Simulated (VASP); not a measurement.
A run of VASP 6.6.1:

INCAR

```
PREC     = Accurate       # precision mode
ENCUT    = 520            # plane-wave cutoff, eV
EDIFF    = 1E-8           # SCF threshold, eV
ISMEAR   = -1             # smearing method
SIGMA    = 0.05           # smearing width, eV
LREAL    = False          # projectors in reciprocal space
LASPH    = True           # aspherical terms in the spheres
NELM     = 60             # most SCF steps
ALGO     = Normal         # electronic algorithm
ISIF     = 2              # what is computed and relaxed
LWAVE    = False          # write WAVECAR
LCHARG   = False          # write CHGCAR
GGA      = PE             # functional
LEFG     = True         
NBANDS   = 11             # bands
```

Contents of KPOINTS:

```
Automatic mesh
0
Gamma
  16 16 16
```

POSCAR

```
SiC
1.0
    0.0000000000      2.1557302287      2.1557302287
    2.1557302287      0.0000000000      2.1557302287
    2.1557302287      2.1557302287      0.0000000000
Si C
1 1
Direct
    0.0000000000      0.0000000000      0.0000000000
    0.7500000000      0.7500000000      0.7500000000
```

Potentials or basis: VASP PAW PBE potentials, release 64 (Si, C).

Launch:

```bash
$ cat potpaw_PBE.64/Si/POTCAR potpaw_PBE.64/C/POTCAR > POTCAR
$ mpirun -np 1 vasp_std > vasp.out
```

Hardware: 1 thread of Intel(R) Xeon(R) Platinum 8559C (Emerald Rapids), on a shared host.

How long does it take, and how much memory?

Wall time 12 s on 1 thread of Intel(R) Xeon(R) Platinum 8559C (Emerald Rapids), with other jobs on the host, peak memory 0.15 GiB. Counts: scf iterations 15, k points 145.
